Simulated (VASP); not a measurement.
**MgO: single point with LDA**

The system is MgO.

```
CELL_PARAMETERS angstrom
5.52307 0.00000 0.00000
0.00000 5.52307 0.00000
0.00000 0.00000 5.52307
ATOMIC_POSITIONS crystal
Mg 0.25000 0.00025 0.50000
Mg 0.00000 0.49975 0.25000
Mg 0.50000 0.75000 0.00000
Mg 0.75000 0.00025 0.50000
Mg 0.00000 0.49975 0.75000
Mg 0.50000 0.25000 0.00000
O 0.25000 0.52897 0.00000
O 0.50000 0.97103 0.25000
O 0.00000 0.75000 0.50000
O 0.75000 0.52897 0.00000
O 0.50000 0.97103 0.75000
O 0.00000 0.25000 0.50000
```

This cell differs from its parent crystal: mode 14 frozen in at -0.058 Å and mode 24 at +0.115 Å (largest displacements).

| Quantity | Value |
| --- | --- |
| Program | VASP 6.6.1 |
| Task | single point |
| Functional | LDA |
| Potentials or basis | VASP PAW LDA potentials, release 64 (Mg, O) |
| Cutoff | 520 eV |
| k mesh | 4 × 4 × 4 |
| Occupations | gaussian, width 0.05 eV |
| Spin | no spin polarisation |
| Dipole correction | no |
| Further INCAR settings | ALGO = Normal; EDIFF = 1e-07; NBANDS = 36 |

```
Pressure               : 0.2 GPa
Largest force          : 2.286 eV/Å
Band gap on the k mesh : 2.70 eV, direct
```

Forces on the atoms (eV/Å):
```
Mg   0.044 -0.680  0.000
Mg   0.000  0.680 -0.044
Mg   0.000  0.000  0.000
Mg  -0.044 -0.680  0.000
Mg   0.000  0.680  0.044
Mg   0.000  0.000  0.000
O   -0.550 -2.219  0.000
O    0.000  2.219  0.550
O    0.000  0.000  0.000
O    0.550 -2.219  0.000
O    0.000  2.219 -0.550
O    0.000  0.000  0.000
```

Stress tensor (GPa, compression positive):
```
 0.38  0.00  0.00
 0.00 -0.22  0.00
 0.00  0.00  0.38
```

Levels at points of the mesh, in eV from the valence-band top:
```tsv
k point	band 22	band 23	band 24	band 25	band 26	band 27
(0.00, 0.00, 0.00)	-0.04	0.00	0.00	2.70	5.69	7.68
(0.50, 0.00, 0.00)	-0.53	-0.04	-0.01	4.55	4.57	7.45
(0.00, 0.50, 0.00)	-0.58	0.00	0.00	4.37	4.93	7.24
(0.50, 0.50, 0.00)	-0.63	-0.42	0.00	5.05	5.49	6.31
(0.50, 0.00, 0.50)	-0.56	-0.52	-0.04	5.45	5.51	5.51
(0.50, 0.50, 0.50)	-0.84	-0.73	-0.73	5.91	5.91	6.60
```

It took 93 s on 1 thread of Intel(R) Xeon(R) Platinum 8559C (Emerald Rapids) (shared host), peak memory 0.25 GiB.

Caveat: the cell differs from its parent crystal (mode 14 frozen in at -0.058 Å and mode 24 at +0.115 Å (largest displacements)); forces of over 1 eV/Å act on the atoms, so gaps and moduli don't describe the material at rest.
